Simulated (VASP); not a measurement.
NaAg (NaTl type), 4 atoms in the cell. Symmetry: Fd-3m, No. 227, cubic system. The conventional cell has a = 6.883 Å, b = 6.883 Å, c = 6.883 Å, α = 90.00°, β = 90.00°, γ = 90.00°. Na (site symmetry -43m) has 4 Na at 2.98 Å and 10 Ag at 2.98 to 3.44 Å within 3.9 Å. Ag (site symmetry -43m) has 10 Na at 2.98 to 3.44 Å and 4 Ag at 2.98 Å within 3.9 Å. 

| Item | Value |
| --- | --- |
| Program | VASP 6.6.1 |
| Task | single point |
| Functional | PBEsol |
| Potentials or basis | VASP PAW PBE potentials, release 64 (Na_pv, Ag) |
| Cutoff | 520 eV |
| k mesh | 9 × 9 × 9 |
| Occupations | fermi-dirac, width 0.05 eV |
| Spin | no spin polarisation |
| Dipole correction | no |
| Further INCAR settings | ALGO = Normal; EDIFF = 1e-06; NBANDS = 26 |

Potentials or basis: VASP PAW PBE potentials, release 64 (Na_pv, Ag).

Run with:

```bash
$ cat potpaw_PBE.64/Na_pv/POTCAR potpaw_PBE.64/Ag/POTCAR > POTCAR
$ mpirun -np 1 vasp_std > vasp.out
```

Hardware: 1 thread of Intel(R) Xeon(R) 6975P-C (Granite Rapids) (shared host).

**Question.** How long does it take, and how much memory?

**Answer.** It took 22 s on 1 thread of Intel(R) Xeon(R) 6975P-C (Granite Rapids), with other jobs on the host, peak memory 0.24 GiB. Counts: scf iterations 12, k points 35.
